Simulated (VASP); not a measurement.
# MgO (eos) (Fm-3m) in VASP: a series of runs, part 2 of 2

VASP 6.6.1. Earlier steps stand in the parts before.

## (4) Single point, LDA (volume scaled by 1.03)

INCAR

```
PREC     = Accurate       # precision mode
ENCUT    = 600            # plane-wave cutoff, eV
EDIFF    = 1E-6           # SCF threshold, eV
ISMEAR   = 0              # smearing method
SIGMA    = 0.02           # smearing width, eV
LREAL    = F              # projectors in reciprocal space
LASPH    = T              # aspherical terms in the spheres
NELM     = 120            # most SCF steps
ALGO     = Normal         # electronic algorithm
ISIF     = 2              # what is computed and relaxed
LWAVE    = F              # write WAVECAR
LCHARG   = F              # write CHGCAR
NBANDS   = 11             # bands
GGA_COMPAT= F
```

KPOINTS

```
regular mesh
0
Gamma
  10 10 10
```

POSCAR

```
MgO
1.0
    0.0000000000      2.1009441849      2.1009441849
    2.1009441849      0.0000000000      2.1009441849
    2.1009441849      2.1009441849      0.0000000000
Mg O
1 1
Direct
    0.0000000000      0.0000000000      0.0000000000
    0.5000000000      0.5000000000      0.5000000000
```

Potentials or basis: VASP PAW LDA potentials, release 64 (Mg, O).

Started as:

```console
> cat potpaw_LDA.64/Mg/POTCAR potpaw_LDA.64/O/POTCAR > POTCAR
> mpirun -np 1 vasp_std > vasp.out
```

OUTCAR:

```text
PREC = Accurate
   ENCUT = 600
   EDIFF = 1E-6
   ISMEAR = 0
   LREAL = F
   LASPH = T
   NELM = 120
   ISIF = 2

 ion  position               nearest neighbor table
   1  0.000  0.000  0.000-   2 2.10   2 2.10   2 2.10   2 2.10   2 2.10   2 2.10
   2  0.500  0.500  0.500-   1 2.10   1 2.10   1 2.10   1 2.10   1 2.10   1 2.10

  LATTYP: Found a face centered cubic cell.
 ALAT       =     4.2018883698

  Lattice vectors:

 A1 = (   0.0000000000,   2.1009441849,   2.1009441849)
[... 512 lines left out ...]
      5      12.3907      0.00000
      6      12.9228      0.00000
      7      16.3344      0.00000
      8      20.8881      0.00000
      9      21.1000      0.00000
     10      27.5948      0.00000
     11      29.7707      0.00000

 [... further k-points ...]
[... 5 lines left out ...]
  --------------------------------------------------------------------------------------
  -------------------------------------------------------------------------------------
  Total       -0.7978156     -0.7978156     -0.7978156     -0.0000000      0.0000000     -0.0000000
  in kB      -68.9190931    -68.9190931    -68.9190931     -0.0000000      0.0000000     -0.0000000
  external PRESSURE =     -68.9190931 kB  Pullay stress =       0.0000000 kB

 VOLUME and BASIS-vectors are now :
 -----------------------------------------------------------------------------
  energy-cutoff  :      600.00
  volume of cell :       18.55
      direct lattice vectors                 reciprocal lattice vectors
     0.000000000  2.100944185  2.100944185    -0.237988236  0.237988236  0.237988236
     2.100944185  0.000000000  2.100944185     0.237988236 -0.237988236  0.237988236
     2.100944185  2.100944185  0.000000000     0.237988236  0.237988236 -0.237988236

 POSITION                                       TOTAL-FORCE (eV/Angst)
 -----------------------------------------------------------------------------------
      0.00000      0.00000      0.00000        -0.000000     -0.000000     -0.000000
      2.10094      2.10094      2.10094         0.000000      0.000000      0.000000
 -----------------------------------------------------------------------------------
    total drift:                               -0.000000     -0.000000      0.000000

  FREE ENERGIE OF THE ION-ELECTRON SYSTEM (eV)
  ---------------------------------------------------
  free  energy   TOTEN  =       -13.4339083898 eV

  energy  without entropy=      -13.4339083898  energy(sigma->0) =      -13.43390839
```

OSZICAR:

```text
N       E                     dE             d eps       ncg     rms          rms(c)
DAV:   1     0.120907490504E+02    0.12091E+02   -0.50164E+03  1202   0.730E+02
DAV:   2    -0.144944968446E+02   -0.26585E+02   -0.26175E+02  1164   0.141E+02
DAV:   3    -0.150034436789E+02   -0.50895E+00   -0.50849E+00  1249   0.168E+01
DAV:   4    -0.150045991228E+02   -0.11554E-02   -0.11554E-02  1106   0.888E-01
DAV:   5    -0.150046024615E+02   -0.33387E-05   -0.33387E-05  1226   0.459E-02    0.704E+00
DAV:   6    -0.134976784279E+02    0.15069E+01   -0.87174E+00  1073   0.161E+01    0.224E+00
DAV:   7    -0.134585601378E+02    0.39118E-01   -0.67660E-02  1127   0.229E+00    0.130E+00
DAV:   8    -0.134344797910E+02    0.24080E-01   -0.32712E-02  1088   0.184E+00    0.243E-01
DAV:   9    -0.134340792032E+02    0.40059E-03   -0.46170E-04  1190   0.159E-01    0.144E-01
DAV:  10    -0.134339089642E+02    0.17024E-03   -0.45060E-04  1085   0.176E-01    0.612E-03
DAV:  11    -0.134339083898E+02    0.57436E-06   -0.48239E-06  1172   0.126E-02
   1 F= -.13433908E+02 E0= -.13433908E+02  d E =-.444775E-11
```

Run time: 3.4 s. Hardware: 1 thread of Intel Xeon 6975P-C (Granite Rapids), shared host; peak memory 0.12 GiB.

Results:

| Item | Value |
| --- | --- |
| Free energy | -13.4339 eV |
| Pressure | -6.9 GPa |
| Band gap on the k mesh | 4.73 eV, direct |

Levels at points of the mesh, in eV from the valence-band top:
```csv
k point,band 1,band 2,band 3,band 4,band 5,band 6,band 7,band 8
"(0.00, 0.00, 0.00)",-17.04,0.00,0.00,0.00,4.73,15.57,15.57,15.57
"(0.50, 0.00, 0.00)",-15.67,-4.73,-0.67,-0.67,7.78,12.48,16.07,16.07
"(0.50, 0.50, 0.00)",-15.39,-4.18,-1.38,-1.38,8.90,9.78,12.97,18.74
```

## (5) Single point, LDA (volume scaled by 1.06)

INCAR

```
SYSTEM = MgO
ALGO     = Normal         ! electronic algorithm
EDIFF    = 1E-6           ! SCF threshold, eV
ENCUT    = 600            ! plane-wave cutoff, eV
GGA_COMPAT= .FALSE.      
ISIF     = 2              ! what is computed and relaxed
ISMEAR   = 0              ! smearing method
LASPH    = .TRUE.         ! aspherical terms in the spheres
LCHARG   = .TRUE.         ! write CHGCAR
LELF     = .TRUE.         ! ELF
LREAL    = .FALSE.        ! projectors in reciprocal space
LVHAR    = .TRUE.       
LWAVE    = .FALSE.        ! write WAVECAR
NBANDS   = 11             ! bands
NELM     = 120            ! most SCF steps
PREC     = Accurate       ! precision mode
SIGMA    = 0.02           ! smearing width, eV
```

KPOINTS

```
k-points
0
G
  10 10 10
  0 0 0
```

POSCAR

```
MgO
1.0
    0.0000000000      2.1211468107      2.1211468107
    2.1211468107      0.0000000000      2.1211468107
    2.1211468107      2.1211468107      0.0000000000
Mg O
1 1
Direct
    0.0000000000      0.0000000000      0.0000000000
    0.5000000000      0.5000000000      0.5000000000
```

Started as:

```console
> cat potpaw_LDA.64/Mg/POTCAR potpaw_LDA.64/O/POTCAR > POTCAR
> mpirun -np 1 vasp_std > vasp.out
```

Wall time 3.8 s (1 thread of Intel Xeon 6975P-C (Granite Rapids), shared host); peak memory 0.13 GiB.

The run converged. Its results:

| Item | Value |
| --- | --- |
| Free energy | -13.4050 eV |
| Pressure | -11.0 GPa |
| Band gap on the k mesh | 4.45 eV, direct |

Levels at points of the mesh, in eV from the valence-band top:
```csv
k point,band 1,band 2,band 3,band 4,band 5,band 6,band 7,band 8,band 9
"(0.00, 0.00, 0.00)",-16.89,0.00,0.00,0.00,4.45,15.41,15.41,15.41,19.38
"(0.50, 0.00, 0.00)",-15.59,-4.60,-0.64,-0.64,7.60,12.16,15.78,15.78,20.24
"(0.50, 0.50, 0.00)",-15.33,-4.06,-1.34,-1.34,8.87,9.47,12.67,18.31,18.31
```

## (6) Single point, LDA (volume scaled by 1.09)

INCAR

```
ALGO     = Normal         # electronic algorithm
EDIFF    = 1E-6           # SCF threshold, eV
ENCUT    = 600            # plane-wave cutoff, eV
GGA_COMPAT= F            
ISIF     = 2              # what is computed and relaxed
ISMEAR   = 0              # smearing method
LASPH    = T              # aspherical terms in the spheres
LCHARG   = F              # write CHGCAR
LREAL    = F              # projectors in reciprocal space
LWAVE    = F              # write WAVECAR
NBANDS   = 11             # bands
NELM     = 120            # most SCF steps
PREC     = Accurate       # precision mode
SIGMA    = 0.02           # smearing width, eV
```

KPOINTS

```
k-points
0
Gamma
  10 10 10
```

POSCAR

```
MgO
1.0
    0.0000000000      2.1409717617      2.1409717617
    2.1409717617      0.0000000000      2.1409717617
    2.1409717617      2.1409717617      0.0000000000
Mg O
1 1
Direct
    0.0000000000      0.0000000000      0.0000000000
    0.5000000000      0.5000000000      0.5000000000
```

Potentials or basis: VASP PAW LDA potentials, release 64 (Mg, O).

Started as:

```console
> cat potpaw_LDA.64/Mg/POTCAR potpaw_LDA.64/O/POTCAR > POTCAR
> mpirun -np 1 vasp_std > vasp.out
```

Run time: 3.8 s. Hardware: 1 thread of Intel Xeon 6975P-C (Granite Rapids), shared host; peak memory 0.13 GiB.

Results (log left out):

```yaml
Free_energy: -13.3632 eV
Pressure: -14.5 GPa
Band_gap_on_the_k_mesh: 4.19 eV, direct
```

Levels at points of the mesh, in eV from the valence-band top:
```csv
k point,band 1,band 2,band 3,band 4,band 5,band 6,band 7,band 8,band 9
"(0.00, 0.00, 0.00)",-16.75,0.00,0.00,0.00,4.19,15.26,15.26,15.26,19.16
"(0.50, 0.00, 0.00)",-15.52,-4.48,-0.61,-0.61,7.43,11.85,15.50,15.50,19.84
"(0.50, 0.50, 0.00)",-15.27,-3.95,-1.30,-1.30,8.84,9.18,12.39,17.90,17.90
```

## (7) Summary

```csv
cell,gap on the mesh (eV),pressure (GPa)
"a = 2.912 Å, angles 60.0°, 2 atoms",5.34,3.4
"a = 2.882 Å, angles 60.0°, 2 atoms",5.68,9.9
"a = 2.971 Å, angles 60.0°, 2 atoms",4.73,-6.9
"a = 3.000 Å, angles 60.0°, 2 atoms",4.45,-11.0
"a = 3.028 Å, angles 60.0°, 2 atoms",4.19,-14.5
```

Alike in all rows: task single point; level LDA; potentials or basis VASP PAW LDA potentials, release 64 (Mg, O); no spin polarisation; k mesh 10 × 10 × 10; cutoff (eV) 600; smearing gaussian 0.02 eV.

Absolute energies hang on the potentials; compare differences alone.
